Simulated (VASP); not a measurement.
A run of VASP 6.6.1:

The input INCAR:

```
  PREC = Accurate
  ENCUT = 520
  EDIFF = 1E-6
  ISMEAR = 0
  SIGMA = 0.1
  LREAL = False
  LASPH = True
  NELM = 100
  ALGO = Normal
  ISIF = 2
  LWAVE = False
  LCHARG = True
  LDIPOL = True
  IDIPOL = 3
  DIPOL = 0.5 0.5 0.362
  GGA = PE
  LELF = True
  LVHAR = True
  LVACPOTAV = True
  NBANDS = 32
```

The input KPOINTS:

```
regular mesh
0
Gamma
  10 10 1
```

Contents of POSCAR:

```
Mo3S
1.0
    2.7370454664      0.0000000000      0.0000000000
   -0.9123484888      2.5805112129      0.0000000000
    0.0000000000      0.0000000000     19.8082440452
Mo S
3 1
Direct
    0.5000000000      0.5000000000      0.2019361227
    0.0000000000      0.0000000000      0.3106875856
    0.5000000000      0.5000000000      0.4194336472
    0.5000000000      1.0000000000      0.5162890283
```

Potentials or basis: VASP PAW PBE potentials, release 64 (Mo_sv, S).

The run is started by

```bash
$ cat potpaw_PBE.64/Mo_sv/POTCAR potpaw_PBE.64/S/POTCAR > POTCAR
$ mpirun -np 1 vasp_std > vasp.out
```

Hardware: 1 thread of Intel(R) Xeon(R) Platinum 8488C (Sapphire Rapids) (shared host).

**Question.** Estimate the wall time of this run.

**Answer.** Wall time 3.7 min on 1 thread of Intel(R) Xeon(R) Platinum 8488C (Sapphire Rapids), with other jobs on the host, peak memory 0.35 GiB. Counts: scf iterations 28, k points 52.
